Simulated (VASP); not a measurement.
# Zr2NbC2 (P6/mmm) in VASP: further runs

The runs below take Zr2NbC2 through single point, with PBE.

Program: VASP 6.6.1. These are calculated values, not measurements. Logs are shortened: lines on timing, memory, paths and dates and some standing lists are left out, and cuts for length are marked.

## 1. The cell of the first run

It takes space group P6/mmm (No. 191, hexagonal). Conventional cell: a = 3.832 Å, b = 3.832 Å, c = 7.107 Å, α = 90.00°, β = 90.00°, γ = 120.00°. Zr (site symmetry -6m2) has 3 Zr at 2.21 Å and 3 Nb at 2.21 Å within 2.9 Å. Nb (site symmetry 6/mmm) has 6 Zr at 2.21 Å within 2.9 Å. C (site symmetry -6m2) has 3 C at 2.21 Å within 2.9 Å.

The cell was built from a structure type or drawn by symmetry, and may not be a known phase.

## 2. Single point, PBE

File INCAR:

```
SYSTEM = Zr2NbC2
PREC = Accurate ; ENCUT = 520
EDIFF = 1E-6 ; ISMEAR = 0
SIGMA = 0.1 ; LREAL = .False.
LASPH = .True. ; NELM = 60
ALGO = Normal ; ISIF = 2
LWAVE = .False. ; LCHARG = .False.
GGA = PE ; NBANDS = 30
```

File KPOINTS:

```
Automatic mesh
0
Gamma
  6 6 4
  0 0 0
```

File POSCAR:

```
Zr2NbC2
1.0
    3.8322355900      0.0000000000      0.0000000000
   -1.9161177900      3.3188133700      0.0000000000
    0.0000000000      0.0000000000      7.1067572800
Zr Nb C
2 1 2
Direct
    0.3333333300      0.6666666700      0.5000000000
    0.6666666700      0.3333333300      0.5000000000
    0.0000000000      0.0000000000      0.5000000000
    0.3333333300      0.6666666700      0.0000000000
    0.6666666700      0.3333333300      0.0000000000
```

Potentials or basis: VASP PAW PBE potentials, release 64 (Zr_sv, Nb_sv, C).

On the command line:

```console
cat potpaw_PBE.64/Zr_sv/POTCAR potpaw_PBE.64/Nb_sv/POTCAR potpaw_PBE.64/C/POTCAR > POTCAR
mpirun -np 1 vasp_std > vasp.out
```

OUTCAR:

```text
SYSTEM = Zr2NbC2
   PREC = Accurate
   ENCUT = 520
   EDIFF = 1E-6
   ISMEAR = 0
   LREAL = .False.
   LASPH = .True.
   NELM = 60
   ISIF = 2
   GGA = PE

 ion  position               nearest neighbor table
   1  0.333  0.667  0.500-   2 2.21   3 2.21   2 2.21   3 2.21   3 2.21   2 2.21
   2  0.667  0.333  0.500-   1 2.21   3 2.21   1 2.21   3 2.21   3 2.21   1 2.21
   3  0.000  0.000  0.500-   1 2.21   2 2.21   1 2.21   2 2.21   2 2.21   1 2.21
   4  0.333  0.667  0.000-
   5  0.667  0.333  0.000-

  LATTYP: Found a hexagonal cell.
 ALAT       =     3.8322355900
 C/A-ratio  =     1.8544677416

  Lattice vectors:

 A1 = (   3.8322355900,   0.0000000000,   0.0000000000)
 A2 = (  -1.9161177900,   3.3188133700,   0.0000000000)
 A3 = (   0.0000000000,   0.0000000000,   7.1067572800)

Analysis of symmetry for initial positions (statically):
=====================================================================
 Subroutine PRICEL returns:
 Original cell was already a primitive cell.

 Routine SETGRP: Setting up the symmetry group for a
 hexagonal supercell.

 Subroutine GETGRP returns: Found 24 space group operations
 (whereof 24 operations were pure point group operations)
 out of a pool of 24 trial point group operations.

The static configuration has the point symmetry D_6h.

Analysis of symmetry for dynamics (positions and initial velocities):
=====================================================================
 Subroutine PRICEL returns:
 Original cell was already a primitive cell.

 Routine SETGRP: Setting up the symmetry group for a
 hexagonal supercell.

 Subroutine GETGRP returns: Found 24 space group operations
 (whereof 24 operations were pure point group operations)
 out of a pool of 24 trial point group operations.

The dynamic configuration has the point symmetry D_6h.

 Subroutine INISYM returns: Found 24 space group operations
 (whereof 24 operations are pure point group operations),
 and found     1 'primitive' translations

----------------------------------------------------------------------------------------

                                     Primitive cell

  volume of cell :      90.3871

  direct lattice vectors                    reciprocal lattice vectors
     3.832235590  0.000000000  0.000000000     0.260944291  0.150656257  0.000000000
    -1.916117790  3.318813370  0.000000000     0.000000000  0.301312514  0.000000000
     0.000000000  0.000000000  7.106757280     0.000000000  0.000000000  0.140711151

  length of vectors
[... 86 lines left out ...]
   EDIFFG = 0.1E-04   stopping-criterion for IOM
   NSW    =      0    number of steps for IOM
   IBRION =     -1    ionic relax: 0-MD 1-quasi-New 2-CG
   NFREE  =      0    steps in history (QN), initial steepest desc. (CG)
   ISIF   =      2    stress and relaxation
   ISYM   =      2    0-nonsym 1-usesym 2-fastsym
   POTIM  = 0.5000    time-step for ionic-motion
   TEBEG  =    0.0;   TEEND  =   0.0 temperature during run
   PSTRESS=    0.0 pullay stress
   NELECT =      45.0000    total number of electrons
   NUPDOWN=      -1.0000    fix difference up-down
   EMIN   =  10.00;   EMAX   =-10.00  energy-range for DOS
   EFERMI =   0.00;   METHOD = LEGACY
   ISMEAR =     0;   SIGMA  =   0.10  broadening in eV -4-tet -1-fermi 0-gaus
   EFERMI_NEDOS =   21; number of points for ismear=-14 and -15
   IALGO  =     38    algorithm
   IMIX   =      4    mixing-type and parameters
     AMIX     =   0.40;   BMIX     =  1.00
     AMIX_MAG =   1.60;   BMIX_MAG =  1.00
  volume/ion in A,a.u.               =      18.08       121.99
  Fermi-wavevector in a.u.,A,eV,Ry     =   1.297508  2.451935 22.905788  1.683528
  Thomas-Fermi vector in A             =   2.428896
   LORBIT       =      0    0 simple, 1 ext, 2 COOP (PROOUT), +10 PAW based schemes
   GGA     = PE    functional components
   LHFCALC =     F    Hartree Fock is set to
   AEXX    =    0.0000 exact exchange contribution
   IVDW    =     0    specifies the selected vdW correction
   LEPSILON=     F    determine dielectric tensor
   LRPA    =     F    only Hartree local field effects (RPA)
 non-spin polarized calculation
 Gauss-broadening in eV      SIGMA  =   0.10
  energy-cutoff  :      520.00
  volume of cell :       90.39
 maximum number of plane-waves:      2463
 NGX is ok and might be reduce to    30
   NGX = 15   NGY = 15   NGZ = 27

 number of electron      45.0000004 magnetization

 Free energy of the ion-electron system (eV)
  ---------------------------------------------------
  ext. energy  EPLUGINS =         0.00000000
  ---------------------------------------------------
  free energy    TOTEN  =       -17.84386744 eV

  energy without entropy =      -17.81083882  energy(sigma->0) =      -17.82735313

 E-fermi :   6.3552     XC(G=0): -10.1697

 val. band max:        6.3320627859   @ k =   0.3333   0.0000   0.2500
 cond. band min:       6.3758135946   @ k =   0.3333   0.3333   0.0000
 fundamental gap:      0.0437508087
 Fermi energy:         6.3551817496

 k-point     1 :       0.0000    0.0000    0.0000
  band No.  band energies     occupation
      1     -48.5711      2.00000
      2     -42.7934      2.00000
      3     -40.5566      2.00000
      4     -26.4828      2.00000
      5     -26.4828      2.00000
      6     -24.3682      2.00000
[... 682 lines left out ...]
     29      13.0282      0.00000
     30      13.0800      0.00000

------------------------ aborting loop because EDIFF is reached ----------------------------------------

  FORCE on cell =-STRESS in cart. coord.  units (eV):
  Direction    XX          YY          ZZ          XY          YZ          ZX
  --------------------------------------------------------------------------------------
  -------------------------------------------------------------------------------------
  Total       60.1684377     60.1684375     -6.2100055      0.0000001      0.0000000      0.0000000
  in kB     1066.5293299   1066.5293272   -110.0768652      0.0000016      0.0000000      0.0000000
  external PRESSURE =     674.3272640 kB  Pullay stress =       0.0000000 kB

 VOLUME and BASIS-vectors are now :
 -----------------------------------------------------------------------------
  energy-cutoff  :      520.00
  volume of cell :       90.39
      direct lattice vectors                 reciprocal lattice vectors
     3.832235590  0.000000000  0.000000000     0.260944291  0.150656257  0.000000000
    -1.916117790  3.318813370  0.000000000     0.000000000  0.301312514  0.000000000
     0.000000000  0.000000000  7.106757280     0.000000000  0.000000000  0.140711151

 POSITION                                       TOTAL-FORCE (eV/Angst)
 -----------------------------------------------------------------------------------
     -0.00000      2.21254      3.55338        -0.000000      0.000000     -0.000000
      1.91612      1.10627      3.55338         0.000000      0.000000      0.000000
      0.00000      0.00000      3.55338        -0.000000      0.000000     -0.000000
     -0.00000      2.21254      0.00000         0.000000     -0.000000     -0.000000
      1.91612      1.10627      0.00000        -0.000000     -0.000000     -0.000000
 -----------------------------------------------------------------------------------
    total drift:                               -0.000000      0.000000      0.000000

  FREE ENERGIE OF THE ION-ELECTRON SYSTEM (eV)
  ---------------------------------------------------
  free  energy   TOTEN  =       -17.8438674389 eV

  energy  without entropy=      -17.8108388205  energy(sigma->0) =      -17.82735313
```

OSZICAR:

```text
N       E                     dE             d eps       ncg     rms          rms(c)
DAV:   1     0.538206577225E+03    0.53821E+03   -0.24828E+04  1276   0.148E+03
DAV:   2     0.162488940137E+02   -0.52196E+03   -0.50316E+03  1504   0.510E+02
DAV:   3    -0.231498040415E+02   -0.39399E+02   -0.37999E+02  2200   0.110E+02
DAV:   4    -0.263432612860E+02   -0.31935E+01   -0.30532E+01  2038   0.280E+01
DAV:   5    -0.265707970676E+02   -0.22754E+00   -0.19255E+00  1912   0.614E+00    0.675E+01
DAV:   6    -0.283307791408E+02   -0.17600E+01   -0.72440E+01  1746   0.238E+01    0.408E+01
DAV:   7    -0.207600150878E+02    0.75708E+01   -0.11805E+02  1618   0.197E+01    0.304E+01
DAV:   8    -0.178863117001E+02    0.28737E+01   -0.11268E+01  1818   0.955E+00    0.206E+00
DAV:   9    -0.178450858403E+02    0.41226E-01   -0.50339E-01  1788   0.336E+00    0.105E+00
DAV:  10    -0.178435322518E+02    0.15536E-02   -0.40357E-02  1944   0.119E+00    0.587E-01
DAV:  11    -0.178438332858E+02   -0.30103E-03   -0.34117E-03  1806   0.419E-01    0.168E-01
DAV:  12    -0.178439168281E+02   -0.83542E-04   -0.64674E-04  2020   0.165E-01    0.592E-02
DAV:  13    -0.178439504744E+02   -0.33646E-04   -0.41437E-04  1910   0.104E-01    0.621E-02
DAV:  14    -0.178438672626E+02    0.83212E-04   -0.83635E-05  1892   0.526E-02    0.140E-02
DAV:  15    -0.178438672080E+02    0.54566E-07   -0.13636E-05  1806   0.183E-02    0.412E-03
DAV:  16    -0.178438674389E+02   -0.23090E-06   -0.79814E-07  1100   0.762E-03
   1 F= -.17843867E+02 E0= -.17827353E+02  d E =-.330286E-01
```

stdout:

```text
POSCAR found type information on POSCAR ZrNbC
 POSCAR found :  3 types and       5 ions
 scaLAPACK will be used
 LDA part: xc-table for (Slater+PW92), standard interpolation
 POSCAR, INCAR and KPOINTS ok, starting setup
 FFT: planning ... GRIDC
 FFT: planning ... GRID_SOFT
 FFT: planning ... GRID
 WAVECAR not read
 entering main loop
```

Run time: 34 s. Hardware: 1 thread of Intel Xeon 6975P-C (Granite Rapids), shared host; peak memory 0.24 GiB.

Results:

```
Free energy            : -17.8439 eV
Pressure               : 67.4 GPa
Band gap on the k mesh : zero (an odd number of electrons rules out a gap without spin polarisation)
```

Levels at points of the mesh, in eV from the Fermi level:
| k point | band 21 | band 22 | band 23 | band 24 | band 25 | band 26 |
| --- | --- | --- | --- | --- | --- | --- |
| (0.00, 0.00, 0.00) | -1.41 | -1.41 | -1.11 | 0.99 | 0.99 | 2.48 |
| (0.50, 0.00, 0.00) | -1.45 | -0.73 | -0.25 | 0.13 | 0.27 | 0.81 |
| (0.00, 0.00, 0.50) | -1.27 | -1.27 | 0.30 | 0.99 | 0.99 | 1.74 |
| (0.50, 0.00, 0.50) | -1.45 | -1.44 | -1.07 | 0.11 | 0.99 | 1.52 |

Caveat: the cell stands under pressure.

## 3. Single point, PBE

This run uses another cell than the first one, of 19.98 Å³/atom.

File INCAR:

```
SYSTEM = Zr2NbC2
PREC     = Accurate       ! precision mode
ENCUT    = 520            ! plane-wave cutoff, eV
EDIFF    = 1E-6           ! SCF threshold, eV
ISMEAR   = 0              ! smearing method
SIGMA    = 0.1            ! smearing width, eV
LREAL    = .FALSE.        ! projectors in reciprocal space
LASPH    = .TRUE.         ! aspherical terms in the spheres
NELM     = 60             ! most SCF steps
ALGO     = Normal         ! electronic algorithm
ISIF     = 2              ! what is computed and relaxed
LWAVE    = .FALSE.        ! write WAVECAR
LCHARG   = .FALSE.        ! write CHGCAR
GGA      = PE             ! functional
NBANDS   = 30             ! bands
```

File KPOINTS:

```
regular mesh
0
G
  6 6 4
  0 0 0
```

File POSCAR:

```
Zr2NbC2
1.0
    5.1384210222     -0.0000000039      0.0000000000
   -2.5692105078      4.4500031425      0.0000000000
    0.0000000000      0.0000000000      4.3680934292
Zr Nb C
2 1 2
Direct
    0.3333333333      0.6666666667      0.5000000000
    0.6666666667      0.3333333333      0.5000000000
    0.0000000000      0.0000000000      0.5000000000
    0.3333333333      0.6666666667      0.0000000000
    0.6666666667      0.3333333333      0.0000000000
```

Potentials or basis: VASP PAW PBE potentials, release 64 (Zr_sv, Nb_sv, C).

On the command line:

```console
cat potpaw_PBE.64/Zr_sv/POTCAR potpaw_PBE.64/Nb_sv/POTCAR potpaw_PBE.64/C/POTCAR > POTCAR
mpirun -np 1 vasp_std > vasp.out
```

Wall time 31 s (1 thread of Intel Xeon 6975P-C (Granite Rapids), shared host); peak memory 0.24 GiB.

The run converged. Its results:

```
Free energy            : -35.7603 eV
Pressure               : 0.2 GPa
Band gap on the k mesh : zero (an odd number of electrons rules out a gap without spin polarisation)
```

Stress tensor (GPa, compression positive):
```
0.22 0.00 0.00
0.00 0.22 0.00
0.00 0.00 0.30
```

Levels at points of the mesh, in eV from the Fermi level:
| k point | band 21 | band 22 | band 23 | band 24 | band 25 | band 26 |
| --- | --- | --- | --- | --- | --- | --- |
| (0.00, 0.00, 0.00) | -0.11 | -0.05 | -0.05 | 0.57 | 0.57 | 0.83 |
| (0.50, 0.00, 0.00) | -0.70 | -0.58 | -0.21 | 0.08 | 1.36 | 1.36 |
| (0.00, 0.00, 0.50) | -1.50 | -0.10 | -0.10 | 0.46 | 0.46 | 1.36 |
| (0.50, 0.00, 0.50) | -0.95 | -0.84 | -0.84 | -0.13 | 0.37 | 0.96 |
